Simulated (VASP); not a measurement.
Ti: single point with PBEsol

The system is Ti.

```
Ti
1.0
     2.68917    0.00000    0.00000
    -1.34458    2.32889    0.00000
     0.00000    0.00000    2.69756
Ti
1
Direct
  0.00000 0.00000 0.00000
```

This isn't the form of Ti at room conditions, which is hcp.

```yaml
Program: VASP 6.6.1
Task: single point
Functional: PBEsol
Potentials_or_basis: VASP PAW PBE potentials, release 64 (Ti_sv)
Cutoff: 520 eV
k_mesh: 24 × 24 × 22
Occupations: gaussian, width 0.1 eV
Spin: no spin polarisation
```

```json
{
  "Pressure": "-0.2 GPa",
  "Band gap on the k mesh": "zero (bands 6 and 7 overlap by 0.68 eV)"
}
```

Levels at points of the mesh, in eV from the Fermi level:
| k point | band 3 | band 4 | band 5 | band 6 | band 7 | band 8 | band 9 | band 10 |
| --- | --- | --- | --- | --- | --- | --- | --- | --- |
| (0.00, 0.00, 0.00) | -32.01 | -32.01 | -5.87 | -1.36 | 1.19 | 1.19 | 4.10 | 4.10 |
| (0.50, 0.00, 0.00) | -32.25 | -32.14 | -2.51 | -0.36 | 1.14 | 1.77 | 3.65 | 4.66 |
| (0.00, 0.00, 0.50) | -31.95 | -31.95 | -2.34 | -0.58 | 1.58 | 1.58 | 2.73 | 2.73 |
| (0.50, 0.00, 0.50) | -32.80 | -32.18 | -2.56 | -1.27 | 1.83 | 4.77 | 4.94 | 6.27 |

Run time: 110 s on 1 thread of AMD EPYC 9R45 96-Core Processor (Zen 5) (shared host), peak memory 0.21 GiB.

Caveat: the PAW data sets were made with another functional, which shifts forces and pressure a little.
